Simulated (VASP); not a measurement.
A run of VASP 6.6.1 is set up as follows.

Contents of POSCAR:

```
SrO
1.0
    4.2754662700      0.0000000000      0.0000000000
   -2.1377331300      3.7026624000      0.0000000000
    0.0000000000      0.0000000000      5.1555949900
Sr O
2 2
Direct
    0.3333333292      0.6666666694      0.9381277000
    0.6666666684      0.3333333306      0.4381277010
    0.3333333292      0.6666666694      0.4368722998
    0.6666666684      0.3333333306      0.9368723007
```

File INCAR.step1:

```
SYSTEM = SrO
  PREC = Accurate
  ENCUT = 520
  ISMEAR = 0
  SIGMA = 0.01
  LREAL = .False.
  LASPH = .True.
  NELM = 60
  NBANDS = 24
  GGA = PE
  ALGO = Normal
  EDIFF = 1E-4
  LWAVE = .True.
  LCHARG = .False.
```

File INCAR.step2:

```
SYSTEM = SrO
  PREC = Accurate
  ENCUT = 520
  EDIFF = 1E-7
  ISMEAR = 0
  SIGMA = 0.01
  LREAL = .False.
  LASPH = .True.
  NELM = 60
  ALGO = Normal
  ISIF = 2
  LWAVE = .False.
  LCHARG = .False.
  METAGGA = R2SCAN
  LMIXTAU = .True.
  NBANDS = 24
  ISTART = 1
```

Contents of KPOINTS:

```
Automatic mesh
0
Gamma
  3 3 2
  0 0 0
```

Potentials or basis: VASP PAW PBE potentials, release 64 (Sr_sv, O).

The run is started by

```console
$ cat potpaw_PBE.64/Sr_sv/POTCAR potpaw_PBE.64/O/POTCAR > POTCAR
$ cp INCAR.step1 INCAR
$ mpirun -np 1 vasp_std > vasp.out
$ cp INCAR.step2 INCAR
$ mpirun -np 1 vasp_std > vasp.out
```

Q: What does it give for the pressure?

A: 0.4 GPa.

Q: Predict the largest force.

A: 0.016 eV/Å.

Forces in eV/Å, atoms in the order of the input:
```
Sr   0.000  0.000 -0.016
Sr   0.000  0.000 -0.016
O    0.000  0.000  0.016
O    0.000  0.000  0.016
```

Caveat: the k points lie up to 0.61 Å⁻¹ apart; the PAW data sets were made with another functional, which shifts forces and pressure a little.
